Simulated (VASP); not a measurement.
# MgO (Periclase) (Fm-3m) in VASP: electric field gradients with PBE

Aim: the electric field gradients of MgO (Periclase) with PBE.

Everything below comes from runs of VASP 6.6.1. Logs are shortened: lines on timing, memory, paths and dates and some standing lists are left out, and cuts for length are marked.

### Step 1. The cell of the first run

It takes space group Fm-3m (No. 225, cubic). The conventional cell has a = 4.217 Å, b = 4.217 Å, c = 4.217 Å, α = 90.00°, β = 90.00°, γ = 90.00°. Within 2.8 Å of Mg (site symmetry m-3m) lie 6 O at 2.11 Å. Within 2.8 Å of O (site symmetry m-3m) lie 6 Mg at 2.11 Å.

### Step 2. Electric field gradients, PBE

Input file INCAR:

```
SYSTEM = MgO
PREC     = Accurate       ! precision mode
ENCUT    = 520            ! plane-wave cutoff, eV
EDIFF    = 1E-8           ! SCF threshold, eV
ISMEAR   = -1             ! smearing method
SIGMA    = 0.02           ! smearing width, eV
LREAL    = .False.        ! projectors in reciprocal space
LASPH    = .True.         ! aspherical terms in the spheres
NELM     = 120            ! most SCF steps
ALGO     = Normal         ! electronic algorithm
ISIF     = 2              ! what is computed and relaxed
LWAVE    = .False.        ! write WAVECAR
LCHARG   = .False.        ! write CHGCAR
GGA      = PE             ! functional
LEFG     = .True.       
NBANDS   = 11             ! bands
GGA_COMPAT= .False.
```

Input file KPOINTS:

```
Automatic mesh
0
Gamma
  8 8 8
  0 0 0
```

Input file POSCAR:

```
MgO
1.0
    0.0000000000      2.1085000000      2.1085000000
    2.1085000000      0.0000000000      2.1085000000
    2.1085000000      2.1085000000      0.0000000000
Mg O
1 1
Direct
    0.0000000000      0.0000000000      0.0000000000
    0.5000000000      0.5000000000      0.5000000000
```

Potentials or basis: VASP PAW PBE potentials, release 64 (Mg, O).

Command:

```bash
cat potpaw_PBE.64/Mg/POTCAR potpaw_PBE.64/O/POTCAR > POTCAR
mpirun -np 1 vasp_std > vasp.out
```

OUTCAR:

```text
SYSTEM = MgO
   PREC = Accurate
   ENCUT = 520
   EDIFF = 1E-8
   ISMEAR = -1
   LREAL = .False.
   LASPH = .True.
   NELM = 120
   ISIF = 2
   GGA = PE

 ion  position               nearest neighbor table
   1  0.000  0.000  0.000-   2 2.11   2 2.11   2 2.11   2 2.11   2 2.11   2 2.11
   2  0.500  0.500  0.500-   1 2.11   1 2.11   1 2.11   1 2.11   1 2.11   1 2.11

  LATTYP: Found a face centered cubic cell.
 ALAT       =     4.2170000000

  Lattice vectors:

 A1 = (   0.0000000000,   2.1085000000,   2.1085000000)
 A2 = (   2.1085000000,   0.0000000000,   2.1085000000)
 A3 = (   2.1085000000,   2.1085000000,   0.0000000000)

Analysis of symmetry for initial positions (statically):
=====================================================================
 Subroutine PRICEL returns:
 Original cell was already a primitive cell.

 Routine SETGRP: Setting up the symmetry group for a
 face centered cubic supercell.

 Subroutine GETGRP returns: Found 48 space group operations
 (whereof 48 operations were pure point group operations)
 out of a pool of 48 trial point group operations.

The static configuration has the point symmetry O_h .

Analysis of symmetry for dynamics (positions and initial velocities):
=====================================================================
 Subroutine PRICEL returns:
 Original cell was already a primitive cell.

 Routine SETGRP: Setting up the symmetry group for a
 face centered cubic supercell.

 Subroutine GETGRP returns: Found 48 space group operations
 (whereof 48 operations were pure point group operations)
 out of a pool of 48 trial point group operations.

The dynamic configuration has the point symmetry O_h .

 Subroutine INISYM returns: Found 48 space group operations
 (whereof 48 operations are pure point group operations),
 and found     1 'primitive' translations

----------------------------------------------------------------------------------------

                                     Primitive cell

  volume of cell :      18.7478

  direct lattice vectors                    reciprocal lattice vectors
     0.000000000  2.108500000  2.108500000    -0.237135404  0.237135404  0.237135404
     2.108500000  0.000000000  2.108500000     0.237135404 -0.237135404  0.237135404
[... 129 lines left out ...]
  free energy    TOTEN  =       -11.90710846 eV

  energy without entropy =      -11.90710846  energy(sigma->0) =      -11.90710846

 E-fermi :   3.6477     XC(G=0): -11.0620

 val. band max:        3.1605636305   @ k =   0.0000   0.0000   0.0000
 cond. band min:       7.8529274849   @ k =   0.0000   0.0000   0.0000
 fundamental gap:      4.6923638543
 Fermi energy:         3.6477088551

 k-point     1 :       0.0000    0.0000    0.0000
  band No.  band energies     occupation
      1     -14.0849      2.00000
      2       3.1606      2.00000
      3       3.1606      2.00000
      4       3.1606      2.00000
      5       7.8529      0.00000
      6      18.9405      0.00000
      7      18.9405      0.00000
      8      18.9405      0.00000
      9      22.8479      0.00000
     10      24.6182      0.00000
     11      24.6182      0.00000
[... 309 lines left out ...]
 k-point    24 :      -0.3750    0.2500    0.1250
  band No.  band energies     occupation
      1     -12.6596      2.00000
      2      -0.8253      2.00000
      3       1.2344      2.00000
      4       2.1790      2.00000
      5      12.8080      0.00000
      6      15.3264      0.00000
      7      16.6136      0.00000
      8      20.0157      0.00000
      9      23.6454      0.00000
     10      25.1924      0.00000
     11      29.2651      0.00000

 [... further k-points ...]
[... 5 lines left out ...]
  --------------------------------------------------------------------------------------
  -------------------------------------------------------------------------------------
  Total        0.3949013      0.3949013      0.3949013      0.0000000      0.0000000      0.0000000
  in kB       33.7480191     33.7480191     33.7480191      0.0000000      0.0000000      0.0000000
  external PRESSURE =      33.7480191 kB  Pullay stress =       0.0000000 kB

 VOLUME and BASIS-vectors are now :
 -----------------------------------------------------------------------------
  energy-cutoff  :      520.00
  volume of cell :       18.75
      direct lattice vectors                 reciprocal lattice vectors
     0.000000000  2.108500000  2.108500000    -0.237135404  0.237135404  0.237135404
     2.108500000  0.000000000  2.108500000     0.237135404 -0.237135404  0.237135404
     2.108500000  2.108500000  0.000000000     0.237135404  0.237135404 -0.237135404

 POSITION                                       TOTAL-FORCE (eV/Angst)
 -----------------------------------------------------------------------------------
      0.00000      0.00000      0.00000         0.000000      0.000000      0.000000
      2.10850      2.10850      2.10850        -0.000000     -0.000000     -0.000000
 -----------------------------------------------------------------------------------
    total drift:                               -0.000000     -0.000000      0.000000

  FREE ENERGIE OF THE ION-ELECTRON SYSTEM (eV)
  ---------------------------------------------------
  free  energy   TOTEN  =       -11.9071084585 eV

  energy  without entropy=      -11.9071084585  energy(sigma->0) =      -11.90710846

 Electric field gradients (V/A^2)
---------------------------------------------------------------------
 ion       V_xx      V_yy      V_zz      V_xy      V_xz      V_yz
---------------------------------------------------------------------
   1      -0.000     0.000    -0.000     0.000     0.000     0.000
   2      -0.000     0.000    -0.000    -0.002    -0.002    -0.002
---------------------------------------------------------------------

 Electric field gradients after diagonalization (V/A^2)
 (convention: |V_zz| > |V_xx| > |V_yy|)
----------------------------------------------------------------------
 ion       V_xx      V_yy      V_zz     asymmetry (V_yy - V_xx)/ V_zz
----------------------------------------------------------------------
   1      -0.000    -0.000     0.000       0.000
   2       0.002     0.002    -0.004       0.000
----------------------------------------------------------------------

           NMR quadrupolar parameters

 Cq : quadrupolar parameter    Cq=e*Q*V_zz/h
 eta: asymmetry parameters     (V_yy - V_xx)/ V_zz
 Q  : nuclear electric quadrupole moment in mb (millibarn)
----------------------------------------------------------------------
 ion       Cq(MHz)       eta       Q (mb)
----------------------------------------------------------------------
   1       0.000       0.000       1.000
   2      -0.000       0.000       1.000
----------------------------------------------------------------------
```

OSZICAR:

```text
N       E                     dE             d eps       ncg     rms          rms(c)
DAV:   1     0.146947622169E+02    0.14695E+02   -0.46664E+03   710   0.649E+02
DAV:   2    -0.128658198613E+02   -0.27561E+02   -0.27151E+02   745   0.141E+02
DAV:   3    -0.134654309482E+02   -0.59961E+00   -0.59883E+00   766   0.174E+01
DAV:   4    -0.134668847815E+02   -0.14538E-02   -0.14538E-02   695   0.983E-01
DAV:   5    -0.134668893189E+02   -0.45373E-05   -0.45374E-05   734   0.542E-02    0.722E+00
DAV:   6    -0.119245866726E+02    0.15423E+01   -0.88078E+00   668   0.163E+01    0.222E+00
DAV:   7    -0.119127367535E+02    0.11850E-01   -0.54160E-02   692   0.210E+00    0.134E+00
DAV:   8    -0.119074749745E+02    0.52618E-02   -0.27732E-02   671   0.187E+00    0.236E-01
DAV:   9    -0.119071115460E+02    0.36343E-03   -0.55320E-04   722   0.164E-01    0.132E-01
DAV:  10    -0.119071066685E+02    0.48775E-05   -0.47243E-04   704   0.161E-01    0.840E-03
DAV:  11    -0.119071086062E+02   -0.19377E-05   -0.25090E-06   719   0.132E-02    0.542E-03
DAV:  12    -0.119071084571E+02    0.14909E-06   -0.58448E-07   713   0.576E-03    0.472E-04
DAV:  13    -0.119071084585E+02   -0.13501E-08   -0.48590E-08   701   0.121E-03
   1 F= -.11907108E+02 E0= -.11907108E+02  d E =-.163073E-12
```

It took 3.5 s on 1 thread of Intel Xeon 6975P-C (Granite Rapids), shared host; peak memory 0.13 GiB.

What came out:

```yaml
Free_energy: -11.9071 eV
Pressure: 3.4 GPa
Band_gap_on_the_k_mesh: 4.69 eV, direct
```

Caveat: without QUAD_EFG the Cq values of the log hold for a quadrupole moment of 1 mb, not for the nuclei.
